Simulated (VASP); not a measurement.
A run of VASP 6.6.1:

The input INCAR:

```
SYSTEM = AlGa3N4
ALGO = Normal
EDIFF = 1E-6
ENCUT = 700
GGA = PS
GGA_COMPAT = .FALSE.
ISIF = 2
ISMEAR = -1
ISYM = -1
KPAR = 1
LASPH = .TRUE.
LCHARG = .FALSE.
LREAL = Auto
LWAVE = .FALSE.
NBANDS = 426
NELM = 120
PREC = Accurate
SIGMA = 0.05
```

The input KPOINTS:

```
explicit points
1
Reciprocal
  0.25000000   0.25000000   0.25000000 1
```

Contents of POSCAR:

```
AlGa3N4
1.0
    9.4965400000      0.0000000000      0.0000000000
    0.0000000000     10.9656600000      0.0000000000
    0.0000000000      0.0000000000     10.2701910000
Ga Al N
36 12 48
Direct
    0.1674390000      0.0826710000      0.2455860000
    0.1691220000      0.0849180000      0.7517590000
    0.0016470000      0.3327150000      0.2494120000
    0.0023100000      0.3330040000      0.7459120000
    0.4980310000      0.0805110000      0.7489730000
    0.3339550000      0.3324500000      0.2523190000
    0.3395170000      0.3347450000      0.7551320000
    0.1699910000      0.5865810000      0.2492070000
    0.1679430000      0.5830720000      0.7497860000
    0.8357620000      0.0823490000      0.2483610000
    0.8351440000      0.0823150000      0.7505060000
    0.6660010000      0.3294410000      0.2510900000
    0.3329150000      0.8343370000      0.2500110000
    0.3367320000      0.8325870000      0.7497190000
    0.8335160000      0.5852050000      0.7510320000
    0.6683330000      0.8329870000      0.2468540000
    0.6662960000      0.8304930000      0.7488040000
    0.9982500000      0.1637920000      0.4994880000
    0.3327520000      0.1652480000      0.5002300000
    0.3356570000      0.1715640000      0.0014040000
    0.9986870000      0.6667760000      0.4999180000
    0.0007840000      0.6697940000      0.9996340000
    0.6664590000      0.1661390000      0.5012790000
    0.6614470000      0.1693830000      0.9991410000
    0.4979660000      0.4164780000      0.5006810000
    0.4984800000      0.4159220000      0.9995240000
    0.3329120000      0.6655910000      0.4955020000
    0.3311050000      0.6645150000      0.0026440000
    0.1642110000      0.9165660000      0.5021350000
    0.1646740000      0.9181670000      0.9987190000
    0.8326100000      0.4161960000      0.4978010000
    0.8282310000      0.4156540000      0.9980370000
    0.6667570000      0.6661180000      0.5000360000
    0.6664400000      0.6660580000      0.9997080000
    0.8312240000      0.9137510000      0.4967410000
    0.8340600000      0.9175660000      0.0005460000
    0.4995670000      0.0804350000      0.2447120000
    0.9975170000      0.8337790000      0.2497490000
    0.0011910000      0.8342580000      0.7468880000
    0.6673250000      0.3334030000      0.7510240000
    0.5023220000      0.5842900000      0.2519200000
    0.4952780000      0.5830210000      0.7493280000
    0.8347920000      0.5837040000      0.2494190000
    0.9994720000      0.1660950000      0.9981070000
    0.1676700000      0.4139820000      0.4937210000
    0.1686350000      0.4190150000      0.9989990000
    0.4982450000      0.9142840000      0.4976510000
    0.4982940000      0.9148590000      0.9989780000
    0.0001140000      0.1673980000      0.1918340000
    0.0007840000      0.1693770000      0.6843280000
    0.3334200000      0.1643160000      0.1914730000
    0.3350290000      0.1680030000      0.6877830000
    0.1682080000      0.4189190000      0.1876650000
    0.1654610000      0.4154860000      0.6906720000
    0.0020000000      0.6667800000      0.1911460000
    0.9969650000      0.6643950000      0.6906420000
    0.6645260000      0.1676100000      0.1889330000
    0.6671710000      0.1643550000      0.6862220000
    0.5030990000      0.4153480000      0.1878380000
    0.5012870000      0.4194510000      0.6875070000
    0.3319070000      0.6652630000      0.1871910000
    0.3322610000      0.6655300000      0.6878360000
    0.1645920000      0.9160590000      0.1854230000
    0.1661020000      0.9148270000      0.6865780000
    0.8312060000      0.4164300000      0.1880560000
    0.8312530000      0.4190420000      0.6874800000
    0.6700340000      0.6628280000      0.1883800000
    0.6658420000      0.6649170000      0.6842880000
    0.4991530000      0.9166330000      0.1926320000
    0.4973700000      0.9166170000      0.6864420000
    0.8324090000      0.9171480000      0.1894750000
    0.8333510000      0.9139010000      0.6892760000
    0.1677320000      0.0811930000      0.4370830000
    0.1711310000      0.0839600000      0.9398380000
    0.0009240000      0.3360470000      0.4374050000
    0.9974500000      0.3305330000      0.9417050000
    0.4974250000      0.0835420000      0.4385560000
    0.4971950000      0.0811740000      0.9391520000
    0.3339510000      0.3337220000      0.4397280000
    0.3342170000      0.3323280000      0.9405470000
    0.1682070000      0.5851800000      0.4373240000
    0.1675190000      0.5854100000      0.9416420000
    0.9988120000      0.8331220000      0.4407990000
    0.0009920000      0.8345320000      0.9389880000
    0.8331990000      0.0865420000      0.4398830000
    0.8319770000      0.0839580000      0.9408760000
    0.6643800000      0.3360870000      0.4343960000
    0.6690490000      0.3360810000      0.9406150000
    0.5009940000      0.5815720000      0.4353940000
    0.5013440000      0.5843200000      0.9387140000
    0.3345360000      0.8333550000      0.4367760000
    0.3360510000      0.8345540000      0.9358400000
    0.8336980000      0.5835470000      0.4379760000
    0.8321330000      0.5883480000      0.9392660000
    0.6666610000      0.8348910000      0.4372660000
    0.6641440000      0.8320250000      0.9389740000
```

Potentials or basis: VASP PAW PBE potentials, release 64 (Ga_d, Al, N).

Launch:

```sh
$ cat potpaw_PBE.64/Ga_d/POTCAR potpaw_PBE.64/Al/POTCAR potpaw_PBE.64/N/POTCAR > POTCAR
$ mpirun -np 4 vasp_std > vasp.out
```

Hardware: 4 MPI ranks on Intel(R) Xeon(R) 6975P-C (Granite Rapids) (shared host).

**Question.** How long does it take, and how much memory?

**Answer.** It took 7.7 min on 4 MPI ranks on Intel(R) Xeon(R) 6975P-C (Granite Rapids) (shared host), peak memory 0.64 GiB a rank. Counts: scf iterations 20, k points 1.
